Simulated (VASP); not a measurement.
Input of a VASP 6.6.1 run:

POSCAR

```
Fe
1.0
   -1.4304734259      1.4304734259      1.4304734259
    1.4304734259     -1.4304734259      1.4304734259
    1.4304734259      1.4304734259     -1.4304734259
Fe
1
Direct
    0.0000000000      0.0000000000      0.0000000000
```

Contents of INCAR.step1:

```
ALGO = Normal
EDIFF = 1E-4
ENCUT = 520
GGA = PE
ISMEAR = 0
ISPIN = 2
LASPH = True
LCHARG = False
LMAXMIX = 4
LREAL = False
LWAVE = True
MAGMOM = 3.5
NBANDS = 14
NELM = 150
PREC = Accurate
SIGMA = 0.02
```

INCAR.step2

```
ALGO = Normal
EDIFF = 1E-7
ENCUT = 520
ISIF = 2
ISMEAR = 0
ISPIN = 2
ISTART = 1
LASPH = True
LCHARG = False
LMAXMIX = 4
LMIXTAU = True
LORBIT = 11
LREAL = False
LWAVE = False
MAGMOM = 3.5
METAGGA = R2SCAN
NBANDS = 14
NELM = 150
PREC = Accurate
SIGMA = 0.02
```

File KPOINTS:

```
k-points
0
Gamma
  11 11 11
```

Potentials or basis: VASP PAW PBE potentials, release 64 (Fe).

The run is started by

```bash
$ cat potpaw_PBE.64/Fe/POTCAR > POTCAR
$ cp INCAR.step1 INCAR
$ mpirun -np 1 vasp_std > vasp.out
$ cp INCAR.step2 INCAR
$ mpirun -np 1 vasp_std > vasp.out
```

**Question.** Estimate the site moments.

**Answer.** Fe +2.68 μB.

**Question.** Predict the pressure.

**Answer.** -0.3 GPa.

**Question.** Predict the net moment.

**Answer.** 2.61 μB per cell.

Caveat: the PAW data sets were made with another functional, which shifts forces and pressure a little.
